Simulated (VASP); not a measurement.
The system is PtS2.

```
Pt S
1.0
     3.54874    0.00000    0.00000
    -1.77437    3.07330    0.00000
     0.00000    0.00000    5.59707
Pt S
1 2
Direct
  0.00000 0.00000 0.00000
  0.66667 0.33333 0.77966
  0.33333 0.66667 0.22034
```

```yaml
Program: VASP 6.6.1
Task: relaxation of cell and atoms
Functional: PBE
Potentials_or_basis: VASP PAW PBE potentials, release 64 (Pt_sv_GW, S)
Cutoff: 570 eV
k_mesh: 9 × 9 × 6
Occupations: gaussian, width 0.02 eV
Spin: no spin polarisation
```

At the start: pressure 1.6 GPa; volume 20.35 Å³/atom.

Q: Where does the relaxation end?

A: Over 19 steps the energy falls by 2.2 meV/atom and the volume is 21.07 Å³/atom (+3.5 %); space group P-3m1 (No. 164, to 0.1 Å) before and after.

Step by step:
```
step  energy change (eV)  largest force (eV/Å)  pressure (GPa)  volume (Å³)
   1              0.0000                0.0516            1.61        61.04
   2              0.0049                0.3321           -2.32        62.86
   3             -0.0041                0.1080            0.00        61.77
   4             -0.0041                0.1120           -0.08        61.78
   5             -0.0051                0.0659           -0.06        61.87
   6             -0.0054                0.0230           -0.03        61.94
   7             -0.0055                0.0031            0.16        61.91
   8             -0.0055                0.0007            0.20        61.91
   9             -0.0056                0.0004            0.19        61.93
  10             -0.0057                0.0035            0.19        62.01
  11             -0.0059                0.0099            0.18        62.16
  12             -0.0062                0.0224            0.12        62.46
  13             -0.0062                0.0462            0.01        63.07
  14             -0.0063                0.0346            0.04        62.79
  15             -0.0065                0.0259           -0.03        63.01
  16             -0.0066                0.0192           -0.10        63.18
  17             -0.0066                0.0171           -0.12        63.23
  18             -0.0065                0.0428            0.29        63.16
  19             -0.0066                0.0003            0.01        63.21
```

Final structure:
```cif
data_structure
_symmetry_space_group_name_H-M 'P 1'
_symmetry_Int_Tables_number 1
_cell_length_a 3.5741
_cell_length_b 3.5741
_cell_length_c 5.7136
_cell_angle_alpha 90.000
_cell_angle_beta 90.000
_cell_angle_gamma 120.000
_cell_volume 63.21
loop_
_atom_site_label
_atom_site_type_symbol
_atom_site_fract_x
_atom_site_fract_y
_atom_site_fract_z
_atom_site_occupancy
Pt1 Pt 0.00000 0.00000 0.00000 1
S1 S 0.66667 0.33333 0.78568 1
S2 S 0.33333 0.66667 0.21432 1
```

Caveat: this functional lacks dispersion, which binds layers or chains, so the pressure and a relaxed spacing across them are unreliable.
